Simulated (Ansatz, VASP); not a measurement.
One calculation of SiNi, two programs

File POSCAR:

```
SiNi
1.0
    4.4648149381      0.0000000000      0.0000000000
    0.0000000000      4.4648149381      0.0000000000
    0.0000000000      0.0000000000      4.4648149381
Si Ni
4 4
Direct
    0.8275243843      0.8275243843      0.8275243843
    0.6530789461      0.1530789461      0.3469210539
    0.3469210539      0.6530789461      0.1530789461
    0.1530789461      0.3469210539      0.6530789461
    0.1487251961      0.1487251961      0.1487251961
    0.3512748039      0.8512748039      0.6487251961
    0.6487251961      0.3512748039      0.8512748039
    0.8512748039      0.6487251961      0.3512748039
```

INCAR.step1

```
SYSTEM = SiNi
PREC     = Accurate       ! precision mode
ENCUT    = 520            ! plane-wave cutoff, eV
ISMEAR   = 0              ! smearing method
SIGMA    = 0.15           ! smearing width, eV
LREAL    = .False.        ! projectors in reciprocal space
LASPH    = .True.         ! aspherical terms in the spheres
NELM     = 100            ! most SCF steps
NBANDS   = 38             ! bands
GGA      = PE             ! functional
ALGO     = Normal         ! electronic algorithm
EDIFF    = 1E-4           ! SCF threshold, eV
LWAVE    = .True.         ! write WAVECAR
LCHARG   = .False.        ! write CHGCAR
```

INCAR.step2

```
SYSTEM = SiNi
PREC     = Accurate       ! precision mode
ENCUT    = 520            ! plane-wave cutoff, eV
EDIFF    = 1E-6           ! SCF threshold, eV
ISMEAR   = 0              ! smearing method
SIGMA    = 0.15           ! smearing width, eV
LREAL    = .False.        ! projectors in reciprocal space
LASPH    = .True.         ! aspherical terms in the spheres
NELM     = 100            ! most SCF steps
ALGO     = Normal         ! electronic algorithm
ISIF     = 2              ! what is computed and relaxed
LWAVE    = .False.        ! write WAVECAR
LCHARG   = .False.        ! write CHGCAR
METAGGA  = R2SCAN         ! meta-GGA
LMIXTAU  = .True.       
NBANDS   = 38             ! bands
ISTART   = 1
```

File KPOINTS:

```
regular mesh
0
Gamma
  10 10 10
  0 0 0
```

Input for Ansatz:

```yaml
crystal:
  lattice:
    - [4.4648149381, 0.0, 0.0]
    - [0.0, 4.4648149381, 0.0]
    - [0.0, 0.0, 4.4648149381]
  atoms:
    - { symbol: Si, position: [0.8275243843, 0.8275243843, 0.8275243843] }
    - { symbol: Si, position: [0.6530789461, 0.1530789461, 0.3469210539] }
    - { symbol: Si, position: [0.3469210539, 0.6530789461, 0.1530789461] }
    - { symbol: Si, position: [0.1530789461, 0.3469210539, 0.6530789461] }
    - { symbol: Ni, position: [0.1487251961, 0.1487251961, 0.1487251961] }
    - { symbol: Ni, position: [0.3512748039, 0.8512748039, 0.6487251961] }
    - { symbol: Ni, position: [0.6487251961, 0.3512748039, 0.8512748039] }
    - { symbol: Ni, position: [0.8512748039, 0.6487251961, 0.3512748039] }
basis:
  ecutwfc: 500
kpoints:
  mp_grid: { grid: [10, 10, 10] }
hamiltonian:
  xc: r2scan
scf:
  occupations: { method: gaussian, width: 0.15 }
output:
  forces: true
  stress: true
  eigenvalues: true
```

Alike in both runs: task single point; functional r2SCAN; k mesh 10 × 10 × 10; occupations gaussian, width 0.15 eV; no spin polarisation.

|  | VASP | Ansatz |
| --- | --- | --- |
| version | VASP 6.6.1 | Ansatz 0.2.0 |
| potentials or method | VASP PAW PBE potentials, release 64 (Si, Ni), cutoff 520 eV | scalar-relativistic, plane waves, PAW |
| valence electrons in the cell | 56 | 88 |

```csv
,VASP,Ansatz,Ansatz less VASP
gap on the k mesh at the Fermi level (eV),none,none,-
pressure (GPa),1.1,0.9,-0.12
"traceless stress, the component that is largest in VASP (GPa)",-0.21,-0.23,-0.014
rms of the force components (eV/Å),0.434,0.429,-0.0047
```

VASP's potentials were made for PBE, not for r2SCAN. Atom by atom the forces differ by 0.005 eV/Å (rms over components). A gap of «none» marks a metal or a gap that the smearing closes. The functional is the same, so the differences come from potentials, cutoffs and numerics. VASP's potentials hold 56 valence electrons a cell and Ansatz's 88, so a difference there can come from the potentials and not from the codes.
